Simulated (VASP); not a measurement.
# CaO (dq13) (Fm-3m) in VASP: vibrations by perturbation theory with LDA

Aim: the vibrations by perturbation theory of CaO (dq13) with LDA.

Program: VASP 6.6.1. These are calculated values, not measurements. Logs are shortened: lines on timing, memory, paths and dates and some standing lists are left out, and cuts for length are marked.

### Step 1. The cell of the first run

Symmetry: Fm-3m, No. 225, cubic system. The conventional cell has a = 4.707 Å, b = 4.707 Å, c = 4.707 Å, α = 90.00°, β = 90.00°, γ = 90.00°. Within 3.1 Å of Ca (site symmetry m-3m) lie 6 O at 2.35 Å. O (site symmetry m-3m) has 6 Ca at 2.35 Å within 3.1 Å.

### Step 2. Vibrations by perturbation theory, LDA

INCAR reads:

```
SYSTEM = CaO
ALGO = Normal
EDIFF = 1E-8
ENCUT = 600
GGA_COMPAT = .False.
IBRION = 8
ISIF = 2
ISMEAR = 0
LASPH = .True.
LCHARG = .False.
LEPSILON = .True.
LREAL = .False.
LWAVE = .False.
NELM = 120
NSW = 1
PREC = Accurate
SIGMA = 0.01
```

KPOINTS reads:

```
k-points
0
Gamma
  8 8 8
  0 0 0
```

POSCAR reads:

```
CaO
1.0
    0.0000000000      2.3537266193      2.3537266193
    2.3537266193      0.0000000000      2.3537266193
    2.3537266193      2.3537266193      0.0000000000
Ca O
1 1
Direct
    0.0000000000      0.0000000000      0.0000000000
    0.5000000000      0.5000000000      0.5000000000
```

Potentials or basis: VASP PAW LDA potentials, release 64 (Ca_sv, O).

On the command line:

```console
cat potpaw_LDA.64/Ca_sv/POTCAR potpaw_LDA.64/O/POTCAR > POTCAR
mpirun -np 1 vasp_std > vasp.out
```

OUTCAR:

```text
SYSTEM = CaO
   EDIFF = 1E-8
   ENCUT = 600
   IBRION = 8
   ISIF = 2
   ISMEAR = 0
   LASPH = .True.
   LEPSILON = .True.
   LREAL = .False.
   NELM = 120
   NSW = 1
   PREC = Accurate

 ion  position               nearest neighbor table
   1  0.000  0.000  0.000-   2 2.35   2 2.35   2 2.35   2 2.35   2 2.35   2 2.35
   2  0.500  0.500  0.500-   1 2.35   1 2.35   1 2.35   1 2.35   1 2.35   1 2.35

  LATTYP: Found a face centered cubic cell.
 ALAT       =     4.7074532386

  Lattice vectors:

 A1 = (   0.0000000000,   2.3537266193,   2.3537266193)
 A2 = (   2.3537266193,   0.0000000000,   2.3537266193)
 A3 = (   2.3537266193,   2.3537266193,   0.0000000000)

Analysis of symmetry for initial positions (statically):
=====================================================================
 Subroutine PRICEL returns:
 Original cell was already a primitive cell.

 Routine SETGRP: Setting up the symmetry group for a
 face centered cubic supercell.

 Subroutine GETGRP returns: Found 48 space group operations
 (whereof 48 operations were pure point group operations)
 out of a pool of 48 trial point group operations.

The static configuration has the point symmetry O_h .

Analysis of symmetry for dynamics (positions and initial velocities):
=====================================================================
 Subroutine PRICEL returns:
 Original cell was already a primitive cell.

 Routine SETGRP: Setting up the symmetry group for a
 face centered cubic supercell.

 Subroutine GETGRP returns: Found 48 space group operations
 (whereof 48 operations were pure point group operations)
 out of a pool of 48 trial point group operations.

The dynamic configuration has the point symmetry O_h .

 Subroutine INISYM returns: Found 48 space group operations
 (whereof 48 operations are pure point group operations),
 and found     1 'primitive' translations

----------------------------------------------------------------------------------------

                                     Primitive cell

  volume of cell :      26.0794

  direct lattice vectors                    reciprocal lattice vectors
     0.000000000  2.353726619  2.353726619    -0.212429088  0.212429088  0.212429088
     2.353726619  0.000000000  2.353726619     0.212429088 -0.212429088  0.212429088
     2.353726619  2.353726619  0.000000000     0.212429088  0.212429088 -0.212429088

  length of vectors
     3.328672107  3.328672107  3.328672107     0.367937974  0.367937974  0.367937974

  position of ions in fractional coordinates (direct lattice)
     0.000000000  0.000000000  0.000000000
     0.500000000  0.500000000  0.500000000

  ion indices of the primitive-cell ions
   primitive index   ion index
                 1           1
                 2           2

----------------------------------------------------------------------------------------

 KPOINTS: k-points

Automatic generation of k-mesh.
 Grid dimensions read from file:
 generate k-points for:    8    8    8

 Generating k-lattice:

[... 508 lines left out ...]

 Free energy of the ion-electron system (eV)
  ---------------------------------------------------
  ---------------------------------------------------
  free energy    TOTEN  =        -0.22069623 eV

  energy without entropy =       -0.22069623

------------------------ aborting loop because EDIFF is reached ----------------------------------------

--------------------------------------- Ionic step        2  -------------------------------------------

------------------------ aborting loop because EDIFF is reached ----------------------------------------

--------------------------------------- Ionic step        3  -------------------------------------------

------------------------ aborting loop because EDIFF is reached ----------------------------------------

 PIEZOELECTRIC TENSOR FIELD DIRECTION 3  (e Angst)
 -----------------------------------------------------------------------------
     0.00000  0.00000  0.00000           ( -0.00001  0.00000  0.00000)
     0.00000  0.00000  0.00000           (  0.00000 -0.00001  0.00000)
     0.00000 -0.00000 -0.00077           (  0.00000  0.00000 -0.00000)

 PIEZOELECTRIC TENSOR FIELD DIRECTION 3  (C/m^2)
 -----------------------------------------------------------------------------
     0.00000  0.00000  0.00000
     0.00000  0.00000  0.00000
     0.00000 -0.00000 -0.00047

--------------------------------------- Ionic step        4  -------------------------------------------

------------------------ aborting loop because EDIFF is reached ----------------------------------------

[... ionic steps 5 to 6 ...]

--------------------------------------- Ionic step        7  -------------------------------------------

 Free energy of the ion-electron system (eV)
  ---------------------------------------------------
  ---------------------------------------------------
  free energy    TOTEN  =        -0.35728196 eV

  energy without entropy =       -0.35728196

------------------------ aborting loop because EDIFF is reached ----------------------------------------

 INTERNAL STRAIN TENSOR  FOR ION    2  DIRECTION 1   (eV/Angst):
 -----------------------------------------------------------------------------
     0.01990  0.00000  0.00000
     0.00000 -0.01119  0.00000
     0.00000  0.00000 -0.01119

 MACROSCOPIC STATIC DIELECTRIC TENSOR (including local field effects in DFT)
 ------------------------------------------------------
           3.885090    -0.000000    -0.000000
          -0.000000     3.885090     0.000000
          -0.000000    -0.000000     3.885090
 ------------------------------------------------------

 PIEZOELECTRIC TENSOR (including local field effects)  for field in x, y, z        (e  Angst)
          XX          YY          ZZ          XY          YZ          ZX
  --------------------------------------------------------------------------------
  x     0.00000     0.00000     0.00000     0.00000     0.00000     0.00000
  y     0.00000     0.00000     0.00000     0.00000     0.00000     0.00000
  z     0.00000     0.00000     0.00000     0.00000     0.00000     0.00000

 PIEZOELECTRIC TENSOR (including local field effects)  for field in x, y, z        (C/m^2)
          XX          YY          ZZ          XY          YZ          ZX
  --------------------------------------------------------------------------------
  x     0.00000     0.00000     0.00000     0.00000     0.00000     0.00000
  y     0.00000     0.00000     0.00000     0.00000     0.00000     0.00000
  z     0.00000     0.00000     0.00000     0.00000     0.00000     0.00000

 BORN EFFECTIVE CHARGES (including local field effects) (in |e|, cummulative output)
 ---------------------------------------------------------------------------------
 ion    1
    1     2.37827    -0.00000     0.00000
    2     0.00000     2.37827     0.00000
    3     0.00000     0.00000     2.37827
 ion    2
    1    -2.37827     0.00000    -0.00000
    2    -0.00000    -2.37827    -0.00000
    3     0.00000    -0.00000    -2.37827

 INTERNAL STRAIN TENSOR FOR ION    2 for displacements in x,y,z  (eV/Angst):
          X           Y           Z          XY          YZ          ZX
  --------------------------------------------------------------------------------
  x     0.00000     0.00000     0.00000     0.00000     0.00000     0.00000
  y     0.00000     0.00000     0.00000     0.00000     0.00000     0.00000
  z     0.00000     0.00000     0.00000     0.00000     0.00000     0.00000

 SECOND DERIVATIVES (NOT SYMMETRIZED)
 ------------------------------------
               1X          1Y          1Z          2X          2Y          2Z
  1X    -3.782784    0.000000    0.000000    3.782784    0.000000    0.000000
  1Y     0.000000   -3.782784    0.000000    0.000000    3.782784    0.000000
  1Z     0.000000    0.000000   -3.782784    0.000000    0.000000    3.782784
  2X     3.765262    0.000000    0.000000   -3.765262    0.000000    0.000000
  2Y     0.000000    3.765262    0.000000    0.000000   -3.765262    0.000000
  2Z     0.000000    0.000000    3.765262    0.000000    0.000000   -3.765262

 Eigenvectors and eigenvalues of the dynamical matrix
 ----------------------------------------------------

   1 f  =    8.976767 THz    56.402690 2PiTHz  299.432715 cm-1    37.124908 meV
             X         Y         Z           dx          dy          dz
      0.000000  0.000000  0.000000    -0.535037    0.000000    0.000000
      2.353727  2.353727  2.353727     0.844828    0.000000    0.000000
[... 21 lines left out ...]
   6 f/i=    0.009419 THz     0.059182 2PiTHz    0.314189 cm-1     0.038954 meV
             X         Y         Z           dx          dy          dz
      0.000000  0.000000  0.000000     0.000000    0.000000    0.844828
      2.353727  2.353727  2.353727     0.000000    0.000000    0.535037

--------------------------------------------------------------------------------------------------------

 MACROSCOPIC STATIC DIELECTRIC TENSOR IONIC CONTRIBUTION
 ------------------------------------------------------
          10.398846     0.000000    -0.000000
           0.000000    10.398846    -0.000000
          -0.000000    -0.000000    10.398846
 ------------------------------------------------------

 ELASTIC MODULI CONTR FROM IONIC RELAXATION (kBar)
 Direction    XX          YY          ZZ          XY          YZ          ZX
 --------------------------------------------------------------------------------
 XX           0.0000      0.0000      0.0000      0.0000      0.0000      0.0000
 YY           0.0000      0.0000      0.0000      0.0000      0.0000      0.0000
 ZZ           0.0000      0.0000      0.0000      0.0000      0.0000      0.0000
 XY           0.0000      0.0000      0.0000      0.0000      0.0000      0.0000
 YZ           0.0000      0.0000      0.0000      0.0000      0.0000      0.0000
 ZX           0.0000      0.0000      0.0000      0.0000      0.0000      0.0000
 --------------------------------------------------------------------------------

 PIEZOELECTRIC TENSOR IONIC CONTR  for field in x, y, z        (C/m^2)
          XX          YY          ZZ          XY          YZ          ZX
  --------------------------------------------------------------------------------
  x     0.00000     0.00000     0.00000     0.00000     0.00000     0.00000
  y     0.00000     0.00000     0.00000     0.00000     0.00000     0.00000
  z     0.00000     0.00000     0.00000     0.00000     0.00000     0.00000
```

Wall time 13 min (1 thread of Intel Xeon 8259CL, shared host); peak memory 0.21 GiB.

Results:

- Electronic dielectric tensor (diagonal): 3.89
- Born charges (mean of the diagonal): Ca +2.38; O -2.38 e
- Highest phonon frequency at Γ, LO-TO splitting left out: 299 cm⁻¹

Phonon frequencies in cm⁻¹ (negative: imaginary):
| q point | frequencies |
| --- | --- |
| (0.000, 0.000, 0.000) | 0 0 0 299 299 299 |

Electronic dielectric tensor:
```
3.89 0.00 0.00
0.00 3.89 0.00
0.00 0.00 3.89
```

Born effective charge tensors (e):
atom 1, Ca
```
2.38 0.00 0.00
0.00 2.38 0.00
0.00 0.00 2.38
```
atom 2, O
```
-2.38  0.00  0.00
 0.00 -2.38  0.00
 0.00  0.00 -2.38
```
